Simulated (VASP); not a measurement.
A run of VASP 6.6.1 is set up as follows.

The input POSCAR:

```
LiH
1.0
    3.2548234050      0.0000000000      0.0000000000
   -1.6274117025      2.8187597536      0.0000000000
    0.0000000000      0.0000000000      4.0690682714
Li H
2 2
Direct
    0.3333333333      0.6666666667      0.2500000000
    0.6666666667      0.3333333333      0.7500000000
    0.6666666667      0.3333333333      0.2500000000
    0.3333333333      0.6666666667      0.7500000000
```

The input INCAR.step1:

```
ALGO = Normal
EDIFF = 1E-5
ENCUT = 520
GGA = PE
ISIF = 2
ISMEAR = 0
LASPH = T
LCHARG = F
LREAL = F
LWAVE = T
NBANDS = 12
NELM = 60
PREC = Accurate
SIGMA = 0.01
```

The input INCAR.step2:

```
ALGO = Normal
EDIFF = 1E-6
ENCUT = 520
GGA = PE
HFSCREEN = 0.2079
ISIF = 2
ISMEAR = 0
ISTART = 1
LASPH = T
LCHARG = F
LHFCALC = T
LREAL = F
LWAVE = F
NBANDS = 12
NELM = 60
PREC = Accurate
PRECFOCK = Normal
SIGMA = 0.01
```

KPOINTS

```
k-points
0
Gamma
  6 6 4
```

Potentials or basis: VASP PAW PBE potentials, release 64 (Li_sv, H).

The run is started by

```console
$ cat potpaw_PBE.64/Li_sv/POTCAR potpaw_PBE.64/H/POTCAR > POTCAR
$ cp INCAR.step1 INCAR
$ mpirun -np 1 vasp_std > vasp.out
$ cp INCAR.step2 INCAR
$ mpirun -np 1 vasp_std > vasp.out
```

(1) What does it give for the band gap on the k mesh?

Results:

(1) 2.74 eV (least direct gap 4.05 eV).
